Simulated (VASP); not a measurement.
# Ge (Fd-3m) in VASP: notebook

Runs on Ge. Level: revPBE. Tasks: single point.

All numbers are computed with VASP 6.6.1; they aren't measurements. Logs are shortened: lines on timing, memory, paths and dates and some standing lists are left out, and cuts for length are marked.

### Step 1. The cell of the first run

The structure is cubic, space group Fd-3m (No. 227). Conventional cell: a = 5.811 Å, b = 5.811 Å, c = 5.811 Å, α = 90.00°, β = 90.00°, γ = 90.00°. Within 3.3 Å of Ge (site symmetry -43m) lie 4 Ge at 2.52 Å.

### Step 2. Single point, revPBE, non-collinear spin, zero start, spin-orbit coupling

Contents of INCAR:

```
ALGO     = Normal         # electronic algorithm
EDIFF    = 1E-6           # SCF threshold, eV
ENCUT    = 520            # plane-wave cutoff, eV
GGA      = RE             # functional
GGA_COMPAT= F            
ISIF     = 2              # what is computed and relaxed
ISMEAR   = -1             # smearing method
LASPH    = T              # aspherical terms in the spheres
LCHARG   = F              # write CHGCAR
LORBIT   = 11             # projections on sites
LORBMOM  = T            
LREAL    = F              # projectors in reciprocal space
LSORBIT  = T              # spin-orbit coupling
LWAVE    = F              # write WAVECAR
MAGMOM   = 0 0 0 0 0 0    # initial moments
NBANDS   = 40             # bands
NELM     = 150            # most SCF steps
PREC     = Accurate       # precision mode
SIGMA    = 0.05           # smearing width, eV
```

Contents of KPOINTS:

```
k-points
0
Gamma
  7 7 7
```

Contents of POSCAR:

```
Ge
1.0
    0.0000000000      2.9055419186      2.9055419186
    2.9055419186      0.0000000000      2.9055419186
    2.9055419186      2.9055419186      0.0000000000
Ge
2
Direct
    0.5000000000      0.5000000000      0.5000000000
    0.7500000000      0.7500000000      0.7500000000
```

Potentials or basis: VASP PAW PBE potentials, release 64 (Ge_d).

Command:

```
$ cat potpaw_PBE.64/Ge_d/POTCAR > POTCAR
$ mpirun -np 1 vasp_ncl > vasp.out
```

OUTCAR:

```text
EDIFF = 1E-6
   ENCUT = 520
   GGA = RE
   ISIF = 2
   ISMEAR = -1
   LASPH = T
   LORBIT = 11
   LREAL = F
   LSORBIT = T
   NELM = 150
   PREC = Accurate

 ion  position               nearest neighbor table
   1  0.500  0.500  0.500-   2 2.52   2 2.52   2 2.52   2 2.52
   2  0.750  0.750  0.750-   1 2.52   1 2.52   1 2.52   1 2.52

  LATTYP: Found a face centered cubic cell.
 ALAT       =     5.8110838372

  Lattice vectors:

 A1 = (   0.0000000000,   2.9055419186,   2.9055419186)
 A2 = (   2.9055419186,   0.0000000000,   2.9055419186)
 A3 = (   2.9055419186,   2.9055419186,   0.0000000000)

Analysis of symmetry for initial positions (statically):
=====================================================================
 Subroutine PRICEL returns:
 Original cell was already a primitive cell.

 Routine SETGRP: Setting up the symmetry group for a
 face centered cubic supercell.

 Subroutine GETGRP returns: Found 48 space group operations
 (whereof 24 operations were pure point group operations)
 out of a pool of 48 trial point group operations.

The static configuration has the point symmetry T_d .
 The point group associated with its full space group is O_h .

Analysis of symmetry for dynamics (positions and initial velocities):
=====================================================================
 Subroutine PRICEL returns:
 Original cell was already a primitive cell.

 Routine SETGRP: Setting up the symmetry group for a
 face centered cubic supercell.

 Subroutine GETGRP returns: Found 48 space group operations
 (whereof 24 operations were pure point group operations)
 out of a pool of 48 trial point group operations.

The dynamic configuration has the point symmetry T_d .
 The point group associated with its full space group is O_h .

Analysis of structural, dynamic, and magnetic symmetry:
=====================================================================
 Subroutine PRICEL returns:
 Original cell was already a primitive cell.

 Routine SETGRP: Setting up the symmetry group for a
 face centered cubic supercell.

 Subroutine GETGRP returns: Found 48 space group operations
 (whereof 24 operations were pure point group operations)
 out of a pool of 48 trial point group operations.

The overall configuration has the point symmetry T_d .
 The point group associated with its full space group is O_h .

 Subroutine INISYM returns: Found 48 space group operations
 (whereof 24 operations are pure point group operations),
 and found     1 'primitive' translations

----------------------------------------------------------------------------------------

                                     Primitive cell

  volume of cell :      49.0582

  direct lattice vectors                    reciprocal lattice vectors
     0.000000000  2.905541919  2.905541919    -0.172084938  0.172084938  0.172084938
     2.905541919  0.000000000  2.905541919     0.172084938 -0.172084938  0.172084938
     2.905541919  2.905541919  0.000000000     0.172084938  0.172084938 -0.172084938

  length of vectors
     4.109056787  4.109056787  4.109056787     0.298059855  0.298059855  0.298059855

  position of ions in fractional coordinates (direct lattice)
     0.500000000  0.500000000  0.500000000
     0.750000000  0.750000000  0.750000000

  ion indices of the primitive-cell ions
   primitive index   ion index
                 1           1
                 2           2

----------------------------------------------------------------------------------------

 KPOINTS: k-points

Automatic generation of k-mesh.
 Grid dimensions read from file:
 generate k-points for:    7    7    7

 Generating k-lattice:

[... 93 lines left out ...]

 number of electron      27.9999979 magnetization      -0.0000000     -0.0000000     -0.0000000

 number of electron      27.9999979 magnetization       0.0000000      0.0000000     -0.0000000

 number of electron      27.9999979 magnetization       0.0000000     -0.0000000     -0.0000000

 Free energy of the ion-electron system (eV)
  ---------------------------------------------------
  ext. energy  EPLUGINS =         0.00000000
  ---------------------------------------------------
  free energy    TOTEN  =        -8.46722770 eV

  energy without entropy =       -8.46602842  energy(sigma->0) =       -8.46662806

 E-fermi :   4.2850     XC(G=0):  -9.4110

 val. band max:        4.1416712221   @ k =   0.0000   0.0000   0.0000
 cond. band min:       4.3829425998   @ k =   0.4286   0.0000   0.0000
 fundamental gap:      0.2412713777
 Fermi energy:         4.2850152341

 k-point     1 :       0.0000    0.0000    0.0000
  band No.  band energies     occupation
      1     -20.6898      1.00000
      2     -20.6898      1.00000
      3     -20.6898      1.00000
      4     -20.6898      1.00000
      5     -20.6380      1.00000
      6     -20.6380      1.00000
[... 849 lines left out ...]
     39      14.6715      0.00000
     40      14.6715      0.00000

------------------------ aborting loop because EDIFF is reached ----------------------------------------

  FORCE on cell =-STRESS in cart. coord.  units (eV):
  Direction    XX          YY          ZZ          XY          YZ          ZX
  --------------------------------------------------------------------------------------
  -------------------------------------------------------------------------------------
  Total       -0.1008707     -0.1008707     -0.1008707     -0.0000000     -0.0000000     -0.0000000
  in kB       -3.2943074     -3.2943074     -3.2943074     -0.0000000     -0.0000000     -0.0000000
  external PRESSURE =      -3.2943074 kB  Pullay stress =       0.0000000 kB

 VOLUME and BASIS-vectors are now :
 -----------------------------------------------------------------------------
  energy-cutoff  :      520.00
  volume of cell :       49.06
      direct lattice vectors                 reciprocal lattice vectors
     0.000000000  2.905541919  2.905541919    -0.172084938  0.172084938  0.172084938
     2.905541919  0.000000000  2.905541919     0.172084938 -0.172084938  0.172084938
     2.905541919  2.905541919  0.000000000     0.172084938  0.172084938 -0.172084938

 POSITION                                       TOTAL-FORCE (eV/Angst)
 -----------------------------------------------------------------------------------
      2.90554      2.90554      2.90554        -0.000000     -0.000000     -0.000000
      4.35831      4.35831      4.35831         0.000000      0.000000      0.000000
 -----------------------------------------------------------------------------------
    total drift:                               -0.000000     -0.000000     -0.000000

  FREE ENERGIE OF THE ION-ELECTRON SYSTEM (eV)
  ---------------------------------------------------
  free  energy   TOTEN  =        -8.4672277028 eV

  energy  without entropy=       -8.4660284169  energy(sigma->0) =       -8.46662806

 orbital moment (x)

 # of ion     p       d       tot
 ----------------------------------------
  1         0.000  -0.000   0.000
  2         0.000   0.000   0.000
 ----------------------------------------
            0.000   0.000   0.000

 orbital moment (y)

 # of ion     p       d       tot
 ----------------------------------------
  1         0.000  -0.000   0.000
  2         0.000  -0.000   0.000
 ----------------------------------------
            0.000  -0.000   0.000

 orbital moment (z)

 # of ion     p       d       tot
 ----------------------------------------
  1         0.000   0.000   0.000
  2         0.000   0.000   0.000
 ----------------------------------------
            0.000   0.000   0.000

 Spin-Orbit-Coupling matrix elements

 Ion:    1  E_soc:     -0.0183732
 l=   1
     0.0000000    -0.0021198    -0.0021198
    -0.0021198     0.0000000    -0.0021198
    -0.0021198    -0.0021198     0.0000000
 l=   2
     0.0000000    -0.0001873     0.0000000    -0.0001873    -0.0007551
    -0.0001873     0.0000000    -0.0005663    -0.0001873    -0.0001888
     0.0000000    -0.0005663     0.0000000    -0.0005663     0.0000000
    -0.0001873    -0.0001873    -0.0005663     0.0000000    -0.0001888
    -0.0007551    -0.0001888     0.0000000    -0.0001888     0.0000000
 l=   3
     0.0000000     0.0000000     0.0000000     0.0000000     0.0000000     0.0000000     0.0000000
     0.0000000     0.0000000     0.0000000     0.0000000     0.0000000     0.0000000     0.0000000
     0.0000000     0.0000000     0.0000000     0.0000000     0.0000000     0.0000000     0.0000000
     0.0000000     0.0000000     0.0000000     0.0000000     0.0000000     0.0000000     0.0000000
     0.0000000     0.0000000     0.0000000     0.0000000     0.0000000     0.0000000     0.0000000
     0.0000000     0.0000000     0.0000000     0.0000000     0.0000000     0.0000000     0.0000000
     0.0000000     0.0000000     0.0000000     0.0000000     0.0000000     0.0000000     0.0000000

 Ion:    2  E_soc:     -0.0183732
 l=   1
     0.0000000    -0.0021198    -0.0021198
    -0.0021198     0.0000000    -0.0021198
    -0.0021198    -0.0021198     0.0000000
 l=   2
     0.0000000    -0.0001873     0.0000000    -0.0001873    -0.0007551
    -0.0001873     0.0000000    -0.0005663    -0.0001873    -0.0001888
     0.0000000    -0.0005663     0.0000000    -0.0005663     0.0000000
    -0.0001873    -0.0001873    -0.0005663     0.0000000    -0.0001888
    -0.0007551    -0.0001888     0.0000000    -0.0001888     0.0000000
 l=   3
     0.0000000     0.0000000     0.0000000     0.0000000     0.0000000     0.0000000     0.0000000
     0.0000000     0.0000000     0.0000000     0.0000000     0.0000000     0.0000000     0.0000000
     0.0000000     0.0000000     0.0000000     0.0000000     0.0000000     0.0000000     0.0000000
     0.0000000     0.0000000     0.0000000     0.0000000     0.0000000     0.0000000     0.0000000
     0.0000000     0.0000000     0.0000000     0.0000000     0.0000000     0.0000000     0.0000000
     0.0000000     0.0000000     0.0000000     0.0000000     0.0000000     0.0000000     0.0000000
     0.0000000     0.0000000     0.0000000     0.0000000     0.0000000     0.0000000     0.0000000

 total charge

# of ion       s       p       d       tot
------------------------------------------
    1        1.138   1.190  10.012  12.341
    2        1.138   1.190  10.012  12.341
--------------------------------------------------
tot          2.277   2.381  20.024  24.681

 magnetization (x)

# of ion       s       p       d       tot
------------------------------------------
    1        0.000   0.000  -0.000   0.000
    2        0.000   0.000  -0.000   0.000
--------------------------------------------------
tot          0.000   0.000  -0.000   0.000

 magnetization (y)

# of ion       s       p       d       tot
------------------------------------------
    1        0.000   0.000  -0.000   0.000
    2        0.000   0.000  -0.000   0.000
--------------------------------------------------
tot          0.000   0.000  -0.000   0.000

 magnetization (z)

# of ion       s       p       d       tot
------------------------------------------
    1        0.000  -0.000  -0.000  -0.000
    2        0.000  -0.000   0.000  -0.000
--------------------------------------------------
tot          0.000  -0.000   0.000  -0.000
```

It took 50 s on 1 thread of Intel Xeon Platinum 8559C (Emerald Rapids), shared host; peak memory 0.32 GiB.

What came out:

- Free energy: -8.4672 eV
- Pressure: -0.3 GPa
- Net moment: 0.00 μB per cell
- Valence electrons inside the program's atomic spheres: Ge 12.34

Moments on the atoms (μB; x, y, z):
```
Ge  0.00 0.00 0.00
Ge  0.00 0.00 0.00
```

Caveat: the PAW data sets were made with another functional, which shifts forces and pressure a little.

(Continued in part 2 of 2.)
